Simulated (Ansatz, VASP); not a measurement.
Te: VASP beside Ansatz

INCAR

```
SYSTEM = Te
PREC = Accurate ; ENCUT = 600
EDIFF = 1E-6 ; ISMEAR = 0
SIGMA = 0.1 ; LREAL = .FALSE.
LASPH = .TRUE. ; NELM = 80
ALGO = Fast ; ISIF = 3
LWAVE = .FALSE. ; LCHARG = .FALSE.
GGA = PS ; IBRION = 2
NSW = 100 ; EDIFFG = -0.005
```

Contents of KPOINTS:

```
Automatic mesh
0
G
  12 12 8
  0 0 0
```

Contents of POSCAR:

```
Te
1.0
    4.3182127388      0.0000000000      0.0000000000
   -2.1591063694      3.7396819308      0.0000000000
    0.0000000000      0.0000000000      5.9561344631
Te
3
Direct
    0.0000000000      0.2838117352      0.3333333333
    0.2838117352      0.0000000000      0.6666666667
    0.7161882648      0.7161882648      0.0000000000
```

Input for Ansatz:

```yaml
crystal:
  lattice:
    - [4.3182127388, 0.0, 0.0]
    - [-2.1591063694, 3.7396819308, 0.0]
    - [0.0, 0.0, 5.9561344631]
  atoms:
    - { symbol: Te, position: [0.0, 0.2838117352, 0.3333333333] }
    - { symbol: Te, position: [0.2838117352, 0.0, 0.6666666667] }
    - { symbol: Te, position: [0.7161882648, 0.7161882648, 0.0] }
basis:
  ecutwfc: 420
kpoints:
  mp_grid: { grid: [12, 12, 8] }
hamiltonian:
  xc: pbesol
scf:
  occupations: { method: gaussian, width: 0.1 }
output:
  forces: true
  stress: true
  eigenvalues: true
relax:
  adjacent_minimum: "off"
  f_tol: 0.005
  max_steps: 80
  cell: { stress_tol: 0.05 }
```

Alike in both runs: task relaxation of cell and atoms; functional PBEsol; k mesh 12 × 12 × 8; occupations gaussian, width 0.1 eV; no spin polarisation.

|  | VASP | Ansatz |
| --- | --- | --- |
| version | VASP 6.6.1 | Ansatz 0.2.0 |
| potentials or method | VASP PAW PBE potentials, release 64 (Te), cutoff 600 eV | scalar-relativistic, plane waves, PAW |
| valence electrons in the cell | 18 | 48 |

Ansatz gave:

| Quantity | Value |
| --- | --- |
| gap on the k mesh at the Fermi level, each at its own relaxed structure (eV) | none |
| relaxed volume (Å³/atom) | 32.06 |
| relaxed length of the cell vector where the two differ most in proportion (Å) | 4.318 |

Task: Which values does VASP return?

Result: gap on the k mesh at the Fermi level, each at its own relaxed structure (eV): none; relaxed volume (Å³/atom): 32.00; relaxed length of the cell vector where the two differ most in proportion (Å): 4.312.

VASP's potentials were made for PBE, not for PBEsol. A gap of «none» marks a metal or a gap that the smearing closes. VASP's potentials hold 18 valence electrons a cell and Ansatz's 48, so a difference there can come from the potentials and not from the codes.

Spin-orbit coupling is off throughout.
